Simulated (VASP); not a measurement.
Here is a VASP 6.6.1 calculation.

File POSCAR:

```
GaP
1.0
    0.0000000000      2.7327335932      2.7327335932
    2.7327335932      0.0000000000      2.7327335932
    2.7327335932      2.7327335932      0.0000000000
Ga P
1 1
Direct
    0.0000000000      0.0000000000      0.0000000000
    0.2500000000      0.2500000000      0.2500000000
```

File INCAR.step1:

```
PREC = Accurate ; ENCUT = 600
EDIFF = 1E-5 ; ISMEAR = 0
SIGMA = 0.01 ; LREAL = False
LASPH = True ; NELM = 100
ALGO = Normal ; LWAVE = True
LCHARG = False ; GGA = PE
NBANDS = 16
```

Contents of INCAR.step2:

```
PREC = Accurate ; ENCUT = 600
EDIFF = 1E-7 ; ISMEAR = 0
SIGMA = 0.01 ; LREAL = False
LASPH = True ; NELM = 100
ALGO = Normal ; ISIF = 3
LWAVE = False ; LCHARG = False
GGA = PE ; LHFCALC = True
HFSCREEN = 0.2079 ; PRECFOCK = Normal
IBRION = 2 ; NSW = 80
EDIFFG = -0.001 ; ISTART = 1
```

The input KPOINTS:

```
Automatic mesh
0
Gamma
  6 6 6
```

Potentials or basis: VASP PAW PBE potentials, release 64 (Ga_d, P).

The run is started by

```sh
$ cat potpaw_PBE.64/Ga_d/POTCAR potpaw_PBE.64/P/POTCAR > POTCAR
$ cp INCAR.step1 INCAR
$ mpirun -np 1 vasp_std > vasp.out
$ cp INCAR.step2 INCAR
$ mpirun -np 1 vasp_std > vasp.out
```

Q: Predict the relaxed cell.

A: a = 3.862 Å, b = 3.862 Å, c = 3.862 Å, α = 60.00°, β = 60.00°, γ = 60.00°.

Q: Predict the space group after relaxing (to 0.1 Å).

A: F-43m (No. 216).

Final structure:
```
CELL_PARAMETERS angstrom
0.00000 2.73057 2.73057
2.73057 0.00000 2.73057
2.73057 2.73057 0.00000
ATOMIC_POSITIONS crystal
Ga 0.00000 0.00000 0.00000
P 0.25000 0.25000 0.25000
```
